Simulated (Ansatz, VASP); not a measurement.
# One calculation of Sr, two programs

Contents of INCAR:

```
SYSTEM = Sr
PREC = Accurate ; ENCUT = 520
EDIFF = 1E-6 ; ISMEAR = 0
SIGMA = 0.1 ; LREAL = .FALSE.
LASPH = .TRUE. ; NELM = 80
ALGO = Normal ; ISIF = 2
LWAVE = .FALSE. ; LCHARG = .TRUE.
GGA = PE ; LELF = .TRUE.
LVHAR = .TRUE. ; NBANDS = 11
```

The input KPOINTS:

```
Automatic mesh
0
G
  12 12 12
  0 0 0
```

File POSCAR:

```
Sr
1.0
   -2.4034417500      2.4034417500      2.4034417500
    2.4034417500     -2.4034417500      2.4034417500
    2.4034417500      2.4034417500     -2.4034417500
Sr
1
Direct
    0.0000000000      0.0000000000      0.0000000000
```

Input for Ansatz:

```yaml
crystal:
  lattice:
    - [-2.40344175, 2.40344175, 2.40344175]
    - [2.40344175, -2.40344175, 2.40344175]
    - [2.40344175, 2.40344175, -2.40344175]
  atoms:
    - { symbol: Sr, position: [0.0, 0.0, 0.0] }
basis:
  ecutwfc: 420
kpoints:
  mp_grid: { grid: [12, 12, 12] }
hamiltonian:
  xc: pbe
scf:
  occupations: { method: gaussian, width: 0.1 }
output:
  forces: true
  stress: true
  eigenvalues: true
```

Alike in both runs: task single point; functional PBE; k mesh 12 × 12 × 12; occupations gaussian, width 0.1 eV; no spin polarisation.

|  | VASP | Ansatz |
| --- | --- | --- |
| version | VASP 6.6.1 | Ansatz 0.2.0 |
| potentials or method | VASP PAW PBE potentials, release 64 (Sr_sv), cutoff 520 eV | scalar-relativistic, plane waves, PAW |
| valence electrons in the cell | 10 | 10 |

```tsv
	VASP	Ansatz	Ansatz less VASP
gap on the k mesh at the Fermi level (eV)	none	none	-
pressure (GPa)	-0.3	-0.3	-0.01
```

A gap of «none» marks a metal or a gap that the smearing closes.
